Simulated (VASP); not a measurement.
# Ge2BiP3 (P-3m1) in VASP: further runs

The runs below take Ge2BiP3 through single point, with PBE.

Everything below comes from runs of VASP 6.6.1. Logs are shortened: lines on timing, memory, paths and dates and some standing lists are left out, and cuts for length are marked.

**1. The cell of the first run**

The structure is trigonal, space group P-3m1 (No. 164). Conventional cell: a = 4.644 Å, b = 4.644 Å, c = 5.688 Å, α = 90.00°, β = 90.00°, γ = 120.00°. Within 3.7 Å of Ge (site symmetry 3m) lie 8 P at 2.84 Å and 3 Bi at 3.28 Å and 3 Ge at 3.28 Å. Within 3.7 Å of Bi (site symmetry -3m) lie 8 P at 2.84 Å and 6 Ge at 3.28 Å. Within 3.7 Å of P (site symmetry 3m) lie 5 Ge at 2.84 Å and 3 Bi at 2.84 Å and 6 P at 3.28 Å. P (site symmetry -3m) has 6 Ge at 2.84 Å and 2 Bi at 2.84 Å and 6 P at 3.28 Å within 3.7 Å.

**2. Single point, PBE**

The input, INCAR:

```
PREC = Accurate
ENCUT = 520
EDIFF = 1E-7
ISMEAR = 0
SIGMA = 0.1
LREAL = False
LASPH = True
NELM = 60
ALGO = Normal
ISIF = 2
LWAVE = False
LCHARG = False
GGA = PE
NBANDS = 38
```

The input, KPOINTS:

```
Automatic mesh
0
Gamma
  6 6 4
```

The input, POSCAR:

```
Ge2BiP3
1.0
    4.6442256000      0.0000000000      0.0000000000
   -2.3221128000      4.0220173500      0.0000000000
    0.0000000000      0.0000000000      5.6879914800
Ge Bi P
2 1 3
Direct
    0.6666666700      0.3333333300      0.3333333300
    0.3333333300      0.6666666700      0.6666666700
    0.0000000000      0.0000000000      0.0000000000
    0.6666666700      0.3333333300      0.8333333300
    0.3333333300      0.6666666700      0.1666666700
    0.0000000000      0.0000000000      0.5000000000
```

Potentials or basis: VASP PAW PBE potentials, release 64 (Ge_d, Bi_d, P).

Command:

```sh
cat potpaw_PBE.64/Ge_d/POTCAR potpaw_PBE.64/Bi_d/POTCAR potpaw_PBE.64/P/POTCAR > POTCAR
mpirun -np 1 vasp_std > vasp.out
```

OUTCAR:

```text
PREC = Accurate
   ENCUT = 520
   EDIFF = 1E-7
   ISMEAR = 0
   LREAL = False
   LASPH = True
   NELM = 60
   ISIF = 2
   GGA = PE

 ion  position               nearest neighbor table
   1  0.667  0.333  0.333-   5 2.84   5 2.84   6 2.84   4 2.84   4 2.84   6 2.84   6 2.84   5 2.84
                             3 3.28   3 3.28   3 3.28
   2  0.333  0.667  0.667-   4 2.84   4 2.84   6 2.84   5 2.84   5 2.84   6 2.84   6 2.84   4 2.84
                             3 3.28   3 3.28   3 3.28
   3  0.000  0.000  0.000-   4 2.84   5 2.84   6 2.84   6 2.84   5 2.84   4 2.84   4 2.84   5 2.84
                             1 3.28   2 3.28   2 3.28   1 3.28   2 3.28   1 3.28
   4  0.667  0.333  0.833-   2 2.84   2 2.84   3 2.84   1 2.84   1 2.84   3 2.84   3 2.84   2 2.84

   5  0.333  0.667  0.167-   1 2.84   1 2.84   3 2.84   2 2.84   2 2.84   3 2.84   3 2.84   1 2.84

   6  0.000  0.000  0.500-   1 2.84   2 2.84   3 2.84   3 2.84   2 2.84   1 2.84   1 2.84   2 2.84

  LATTYP: Found a hexagonal cell.
 ALAT       =     4.6442256000
 C/A-ratio  =     1.2247448703

  Lattice vectors:

 A1 = (   4.6442256000,   0.0000000000,   0.0000000000)
 A2 = (  -2.3221128000,   4.0220173500,   0.0000000000)
 A3 = (   0.0000000000,   0.0000000000,   5.6879914800)

Analysis of symmetry for initial positions (statically):
=====================================================================
 Subroutine PRICEL returns:
 Original cell was already a primitive cell.

 Routine SETGRP: Setting up the symmetry group for a
 hexagonal supercell.

 Subroutine GETGRP returns: Found 12 space group operations
 (whereof 12 operations were pure point group operations)
 out of a pool of 24 trial point group operations.

The static configuration has the point symmetry D_3d.

Analysis of symmetry for dynamics (positions and initial velocities):
=====================================================================
 Subroutine PRICEL returns:
 Original cell was already a primitive cell.

 Routine SETGRP: Setting up the symmetry group for a
 hexagonal supercell.

 Subroutine GETGRP returns: Found 12 space group operations
 (whereof 12 operations were pure point group operations)
 out of a pool of 24 trial point group operations.

The dynamic configuration has the point symmetry D_3d.

 Subroutine INISYM returns: Found 12 space group operations
 (whereof 12 operations are pure point group operations),
 and found     1 'primitive' translations

----------------------------------------------------------------------------------------

                                     Primitive cell

  volume of cell :     106.2469

  direct lattice vectors                    reciprocal lattice vectors
     4.644225600  0.000000000  0.000000000     0.215321151  0.124315724  0.000000000
    -2.322112800  4.022017350  0.000000000     0.000000000  0.248631449  0.000000000
     0.000000000  0.000000000  5.687991480     0.000000000  0.000000000  0.175808983

  length of vectors
     4.644225600  4.644225600  5.687991480     0.248631449  0.248631449  0.175808983

  position of ions in fractional coordinates (direct lattice)
     0.666666670  0.333333330  0.333333330
     0.333333330  0.666666670  0.666666670
     0.000000000  0.000000000  0.000000000
     0.666666670  0.333333330  0.833333330
     0.333333330  0.666666670  0.166666670
     0.000000000  0.000000000  0.500000000

  ion indices of the primitive-cell ions
   primitive index   ion index
                 1           1
                 2           2
                 3           3
                 4           4
                 5           5
                 6           6

----------------------------------------------------------------------------------------

 KPOINTS: Automatic mesh

Automatic generation of k-mesh.
 Grid dimensions read from file:
 generate k-points for:    6    6    4

 Generating k-lattice:

  Cartesian coordinates                     Fractional coordinates (reciprocal lattice)
     0.035886858  0.020719287  0.000000000     0.166666667  0.000000000  0.000000000
     0.000000000  0.041438575  0.000000000     0.000000000  0.166666667  0.000000000
     0.000000000  0.000000000  0.043952246     0.000000000  0.000000000  0.250000000

  Length of vectors
     0.041438575  0.041438575  0.043952246

  Shift w.r.t. Gamma in fractional coordinates (k-lattice)
     0.000000000  0.000000000  0.000000000

 Subroutine IBZKPT returns following result:
 ===========================================

 Found     24 irreducible k-points:

 Following reciprocal coordinates:
            Coordinates               Weight
  0.000000  0.000000  0.000000      1.000000
  0.166667 -0.000000  0.000000      6.000000
  0.333333 -0.000000  0.000000      6.000000
  0.500000  0.000000  0.000000      3.000000
  0.166667  0.166667  0.000000      6.000000
  0.333333  0.166667  0.000000     12.000000
[... 16 lines left out ...]
  0.333333  0.166667  0.500000     12.000000
  0.333333  0.333333  0.500000      2.000000
   k-points           NKPTS =     24   k-points in BZ     NKDIM =     24   number of bands    NBANDS=     38
   number of dos      NEDOS =    301   number of ions     NIONS =      6
   total plane-waves  NPLWV =  54432
   dimension x,y,z NGX =    36 NGY =   36 NGZ =   42
   dimension x,y,z NGXF=    72 NGYF=   72 NGZF=   84
   ions per type =               2   1   3
   NGX,Y,Z   is equivalent  to a cutoff of  12.89, 12.89, 12.28 a.u.
   NGXF,Y,Z  is equivalent  to a cutoff of  25.77, 25.77, 24.55 a.u.
 SYSTEM =  unknown system
   PREC   = accura    normal or accurate (medium, high low for compatibility)
   ISTART =      0    job   : 0-new  1-cont  2-samecut
   ICHARG =      2    charge: 1-file 2-atom 10-const
   ISPIN  =      1    spin polarized calculation?
   LNONCOLLINEAR =      F non collinear calculations
   LSORBIT =      F    spin-orbit coupling
   LASPH  =      T    aspherical Exc in radial PAW
   ENCUT  =  520.0 eV  38.22 Ry    6.18 a.u.   8.64  8.64 10.58*2*pi/ulx,y,z
   NELM   =     60;   NELMIN=  2; NELMDL= -5     # of ELM steps
   EDIFF  = 0.1E-06   stopping-criterion for ELM
   LREAL  =      F    real-space projection
   EDIFFG = 0.1E-05   stopping-criterion for IOM
   NSW    =      0    number of steps for IOM
   IBRION =     -1    ionic relax: 0-MD 1-quasi-New 2-CG
   NFREE  =      0    steps in history (QN), initial steepest desc. (CG)
   ISIF   =      2    stress and relaxation
   ISYM   =      2    0-nonsym 1-usesym 2-fastsym
   POTIM  = 0.5000    time-step for ionic-motion
   TEBEG  =    0.0;   TEEND  =   0.0 temperature during run
   PSTRESS=    0.0 pullay stress
   NELECT =      58.0000    total number of electrons
   NUPDOWN=      -1.0000    fix difference up-down
   EMIN   =  10.00;   EMAX   =-10.00  energy-range for DOS
   EFERMI =   0.00;   METHOD = LEGACY
   ISMEAR =     0;   SIGMA  =   0.10  broadening in eV -4-tet -1-fermi 0-gaus
   EFERMI_NEDOS =   21; number of points for ismear=-14 and -15
   IALGO  =     38    algorithm
   IMIX   =      4    mixing-type and parameters
     AMIX     =   0.40;   BMIX     =  1.00
     AMIX_MAG =   1.60;   BMIX_MAG =  1.00
  volume/ion in A,a.u.               =      17.71       119.50
  Fermi-wavevector in a.u.,A,eV,Ry     =   1.337967  2.528391 24.356550  1.790156
  Thomas-Fermi vector in A             =   2.466474
   LORBIT       =      0    0 simple, 1 ext, 2 COOP (PROOUT), +10 PAW based schemes
   GGA     = PE    functional components
   LHFCALC =     F    Hartree Fock is set to
   AEXX    =    0.0000 exact exchange contribution
   IVDW    =     0    specifies the selected vdW correction
   LEPSILON=     F    determine dielectric tensor
   LRPA    =     F    only Hartree local field effects (RPA)
 non-spin polarized calculation
 Gauss-broadening in eV      SIGMA  =   0.10
  energy-cutoff  :      520.00
  volume of cell :      106.25
 maximum number of plane-waves:      2904
 NGX is ok and might be reduce to    36
   NGX = 17   NGY = 17   NGZ = 21

 number of electron      57.9999966 magnetization

 Free energy of the ion-electron system (eV)
  ---------------------------------------------------
  ext. energy  EPLUGINS =         0.00000000
  ---------------------------------------------------
  free energy    TOTEN  =       -25.58752397 eV

  energy without entropy =      -25.56785065  energy(sigma->0) =      -25.57768731

 E-fermi :   8.8075     XC(G=0): -11.3984

 val. band max:        8.7366512321   @ k =   0.3333   0.3333   0.2500
 cond. band min:       8.8132554273   @ k =   0.3333   0.1667   0.5000
 fundamental gap:      0.0766041952
 Fermi energy:         8.8074926313

 k-point     1 :       0.0000    0.0000    0.0000
  band No.  band energies     occupation
      1     -16.0441      2.00000
      2     -16.0441      2.00000
      3     -16.0354      2.00000
      4     -16.0354      2.00000
      5     -16.0337      2.00000
      6     -16.0223      2.00000
[... 30 lines left out ...]
     37      12.5684      0.00000
     38      12.6719      0.00000

 k-point     2 :       0.1667   -0.0000    0.0000
  band No.  band energies     occupation
      1     -16.0435      2.00000
      2     -16.0418      2.00000
      3     -16.0361      2.00000
      4     -16.0342      2.00000
      5     -16.0330      2.00000
      6     -16.0229      2.00000
[... 30 lines left out ...]
     37      12.9938      0.00000
     38      13.5909      0.00000

 k-point     3 :       0.3333   -0.0000    0.0000
  band No.  band energies     occupation
      1     -16.0422      2.00000
      2     -16.0382      2.00000
      3     -16.0361      2.00000
      4     -16.0313      2.00000
      5     -16.0304      2.00000
      6     -16.0246      2.00000
[... 30 lines left out ...]
     37      13.6724      0.00000
[... 781 lines left out ...]
 k-point    23 :       0.3333    0.1667    0.5000
  band No.  band energies     occupation
      1     -16.0419      2.00000
      2     -16.0358      2.00000
      3     -16.0330      2.00000
      4     -16.0310      2.00000
      5     -16.0273      2.00000
      6     -16.0264      2.00000
[... 30 lines left out ...]
     37      13.2850      0.00000
     38      13.7786      0.00000

 k-point    24 :       0.3333    0.3333    0.5000
  band No.  band energies     occupation
      1     -16.0412      2.00000
      2     -16.0326      2.00000
      3     -16.0313      2.00000
      4     -16.0313      2.00000
      5     -16.0281      2.00000
      6     -16.0281      2.00000
[... 30 lines left out ...]
     37      14.7198      0.00000
     38      15.1107      0.00000

------------------------ aborting loop because EDIFF is reached ----------------------------------------

  FORCE on cell =-STRESS in cart. coord.  units (eV):
  Direction    XX          YY          ZZ          XY          YZ          ZX
  --------------------------------------------------------------------------------------
  -------------------------------------------------------------------------------------
  Total        5.0681710      5.0681710      4.1750323      0.0000000     -0.0000000      0.0000000
  in kB       76.4267967     76.4267967     62.9584808      0.0000000     -0.0000000      0.0000000
  external PRESSURE =      71.9373580 kB  Pullay stress =       0.0000000 kB

 VOLUME and BASIS-vectors are now :
 -----------------------------------------------------------------------------
  energy-cutoff  :      520.00
  volume of cell :      106.25
      direct lattice vectors                 reciprocal lattice vectors
     4.644225600  0.000000000  0.000000000     0.215321151  0.124315724  0.000000000
    -2.322112800  4.022017350  0.000000000     0.000000000  0.248631449  0.000000000
     0.000000000  0.000000000  5.687991480     0.000000000  0.000000000  0.175808983

 POSITION                                       TOTAL-FORCE (eV/Angst)
 -----------------------------------------------------------------------------------
      2.32211      1.34067      1.89600         0.000000      0.000000      0.485091
     -0.00000      2.68134      3.79199        -0.000000      0.000000     -0.485091
      0.00000      0.00000      0.00000        -0.000000      0.000000      0.000000
      2.32211      1.34067      4.73999         0.000000      0.000000     -0.708441
     -0.00000      2.68134      0.94800        -0.000000     -0.000000      0.708441
      0.00000      0.00000      2.84400        -0.000000      0.000000      0.000000
 -----------------------------------------------------------------------------------
    total drift:                               -0.000000      0.000000      0.000000

  FREE ENERGIE OF THE ION-ELECTRON SYSTEM (eV)
  ---------------------------------------------------
  free  energy   TOTEN  =       -25.5875239663 eV

  energy  without entropy=      -25.5678506483  energy(sigma->0) =      -25.57768731
```

It took 61 s on 1 thread of Intel Xeon Platinum 8488C (Sapphire Rapids), shared host; peak memory 0.27 GiB.

What came out:

- Free energy: -25.5875 eV
- Pressure: 7.2 GPa
- Largest force: 0.708 eV/Å
- Band gap on the k mesh: zero (band 29 reaches 9.51 eV, above the bottom of band 30 at 6.36 eV)

Forces on the atoms (eV/Å):
```
Ge   0.000  0.000  0.485
Ge   0.000  0.000 -0.485
Bi   0.000  0.000  0.000
P    0.000  0.000 -0.708
P    0.000  0.000  0.708
P    0.000  0.000  0.000
```

Stress tensor (GPa, compression positive):
```
7.64 0.00 0.00
0.00 7.64 0.00
0.00 0.00 6.30
```

Caveat: spin-orbit coupling is left out, which moves the levels of the heavy elements.

**3. Single point, PBE**

This run uses another cell than the first one, of 19.50 Å³/atom, 1.101 times its volume.

The input, INCAR:

```
ALGO = Normal ; EDIFF = 1E-6
ENCUT = 520 ; GGA = PE
ISIF = 2 ; ISMEAR = 0
LASPH = True ; LCHARG = True
LELF = True ; LREAL = False
LVHAR = True ; LWAVE = False
NBANDS = 38 ; NELM = 100
PREC = Accurate ; SIGMA = 0.1
```

The input, KPOINTS:

```
k-points
0
Gamma
  6 6 4
```

The input, POSCAR:

```
Ge2BiP3
1.0
    4.5800553740      0.0000000000      0.0000000000
   -2.2900276870      3.9664443046      0.0000000000
    0.0000000000      0.0000000000      6.4391834300
Ge Bi P
2 1 3
Direct
    0.6666666667      0.3333333333      0.3714000876
    0.3333333333      0.6666666667      0.6285999124
    0.0000000000      0.0000000000      0.0000000000
    0.6666666667      0.3333333333      0.7764942667
    0.3333333333      0.6666666667      0.2235057333
    0.0000000000      0.0000000000      0.5000000000
```

Potentials or basis: VASP PAW PBE potentials, release 64 (Ge_d, Bi_d, P).

Command:

```sh
cat potpaw_PBE.64/Ge_d/POTCAR potpaw_PBE.64/Bi_d/POTCAR potpaw_PBE.64/P/POTCAR > POTCAR
mpirun -np 1 vasp_std > vasp.out
```

It took 64 s on 1 thread of Intel Xeon Platinum 8488C (Sapphire Rapids), shared host; peak memory 0.28 GiB.

The run converged. Its results:

```yaml
Free_energy: -26.4298 eV
Pressure: 0.2 GPa
Largest_force: 0.025 eV/Å
Band_gap_on_the_k_mesh: zero (band 29 reaches 8.44 eV, above the bottom of band 30 at 5.95 eV)
```

Forces in eV/Å, atoms in the order of the input:
```
Ge   0.000  0.000 -0.001
Ge   0.000  0.000  0.001
Bi   0.000  0.000  0.000
P    0.000  0.000 -0.025
P    0.000  0.000  0.025
P    0.000  0.000  0.000
```

Stress tensor (GPa, compression positive):
```
0.08 0.00 0.00
0.00 0.08 0.00
0.00 0.00 0.29
```

Levels at points of the mesh, in eV from the Fermi level:
| k point | band 26 | band 27 | band 28 | band 29 | band 30 | band 31 | band 32 | band 33 |
| --- | --- | --- | --- | --- | --- | --- | --- | --- |
| (0.00, 0.00, 0.00) | -2.15 | -1.85 | -1.85 | -1.51 | -1.10 | 0.38 | 0.38 | 0.58 |
| (0.50, 0.00, 0.00) | -2.42 | -1.98 | 0.34 | 0.58 | 1.00 | 2.39 | 3.11 | 3.30 |
| (0.00, 0.00, 0.50) | -2.78 | -2.46 | -2.03 | -2.03 | -1.64 | -1.64 | 0.97 | 1.61 |
| (0.50, 0.00, 0.50) | -2.59 | -1.43 | 0.33 | 0.43 | 0.81 | 1.34 | 1.92 | 2.00 |

Caveat: spin-orbit coupling is left out, which moves the levels of the heavy elements.
